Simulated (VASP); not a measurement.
The system is AlRh.

```
Al Rh
1.0
     3.01000    0.00000    0.00000
     0.00000    3.01000    0.00000
     0.00000    0.00000    3.01000
Al Rh
1 1
Cartesian
  0.0000 0.0000 0.0000
  1.5050 1.5050 1.5050
```

* Program: VASP 6.6.1
* Task: relaxation of cell and atoms
* Functional: LDA
* Potentials or basis: VASP PAW LDA potentials, release 64 (Al, Rh_pv)
* Cutoff: 600 eV
* k mesh: 14 × 14 × 14
* Occupations: fermi-dirac, width 0.1 eV
* Spin: no spin polarisation

At the start: pressure -11.6 GPa; volume 13.64 Å³/atom.

**Question.** Where does the relaxation end?

**Answer.** Over 3 steps the energy falls by 29.6 meV/atom and the volume is 12.87 Å³/atom (-5.6 %); space group Pm-3m (No. 221, to 0.05 Å).

Step by step:
| step | energy change (eV) | largest force (eV/Å) | pressure (GPa) | volume (Å³) |
| --- | --- | --- | --- | --- |
| 1 | 0.0000 | 0.0000 | -11.56 | 27.27 |
| 2 | 0.0883 | 0.0000 | 23.90 | 23.57 |
| 3 | -0.0593 | 0.0000 | -0.31 | 25.75 |

Final structure:
```
CELL_PARAMETERS angstrom
2.95296 0.00000 0.00000
0.00000 2.95296 0.00000
0.00000 0.00000 2.95296
ATOMIC_POSITIONS crystal
Al 0.00000 0.00000 0.00000
Rh 0.50000 0.50000 0.50000
```
